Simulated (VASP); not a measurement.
Write the native input for VASP 6.6.1 that does the following.

| Quantity | Value |
| --- | --- |
| Task | single point |
| Functional | r2SCAN |
| Potentials or basis | VASP PAW PBE potentials, release 64 (P) |
| Cutoff | 520 eV |
| k mesh | 9 × 9 × 1 |
| Occupations | gaussian, width 0.02 eV |
| Spin | no spin polarisation |
| Dipole correction | yes |
| Further INCAR settings | ALGO = Normal; EDIFF = 1e-07; NBANDS = 12 |

The system is P, a slab with vacuum.

```
P
1.0
     3.15400    0.00000    0.00000
    -1.57700    2.73144    0.00000
     0.00000    0.00000   28.00000
P
2
Direct
  0.33333 0.66667 0.53277
  0.66667 0.33333 0.46723
```

The input as run:

POSCAR

```
P
1.0
    3.1540000000      0.0000000000      0.0000000000
   -1.5770000000      2.7314441236      0.0000000000
    0.0000000000      0.0000000000     28.0000000000
P
2
Direct
    0.3333333333      0.6666666667      0.5327678571
    0.6666666667      0.3333333333      0.4672321429
```

INCAR.step1

```
PREC     = Accurate       # precision mode
ENCUT    = 520            # plane-wave cutoff, eV
ISMEAR   = 0              # smearing method
SIGMA    = 0.02           # smearing width, eV
LREAL    = False          # projectors in reciprocal space
LASPH    = True           # aspherical terms in the spheres
NELM     = 80             # most SCF steps
LDIPOL   = True         
IDIPOL   = 3            
DIPOL    = 0.5 0.5 0.500
NBANDS   = 12             # bands
GGA      = PE             # functional
ALGO     = Normal         # electronic algorithm
EDIFF    = 1E-4           # SCF threshold, eV
LWAVE    = True           # write WAVECAR
LCHARG   = False          # write CHGCAR
```

INCAR.step2

```
PREC     = Accurate       # precision mode
ENCUT    = 520            # plane-wave cutoff, eV
EDIFF    = 1E-7           # SCF threshold, eV
ISMEAR   = 0              # smearing method
SIGMA    = 0.02           # smearing width, eV
LREAL    = False          # projectors in reciprocal space
LASPH    = True           # aspherical terms in the spheres
NELM     = 80             # most SCF steps
ALGO     = Normal         # electronic algorithm
ISIF     = 2              # what is computed and relaxed
LWAVE    = False          # write WAVECAR
LCHARG   = False          # write CHGCAR
LDIPOL   = True         
IDIPOL   = 3            
DIPOL    = 0.5 0.5 0.500
METAGGA  = R2SCAN         # meta-GGA
LMIXTAU  = True         
NBANDS   = 12             # bands
ISTART   = 1
```

KPOINTS

```
Automatic mesh
0
Gamma
  9 9 1
```

Potentials or basis: VASP PAW PBE potentials, release 64 (P).

Run with:

```bash
$ cat potpaw_PBE.64/P/POTCAR > POTCAR
$ cp INCAR.step1 INCAR
$ mpirun -np 1 vasp_std > vasp.out
$ cp INCAR.step2 INCAR
$ mpirun -np 1 vasp_std > vasp.out
```

Results of the run:

The largest force is 3.541 eV/Å. The band gap on the k mesh is zero (bands 5 and 6 overlap by 2.44 eV).

Caveat: the PAW data sets were made with another functional, which shifts forces and pressure a little.

It took 2.4 min on 1 thread of AMD EPYC 9R45 96-Core Processor (Zen 5), with other jobs on the host, peak memory 0.34 GiB.
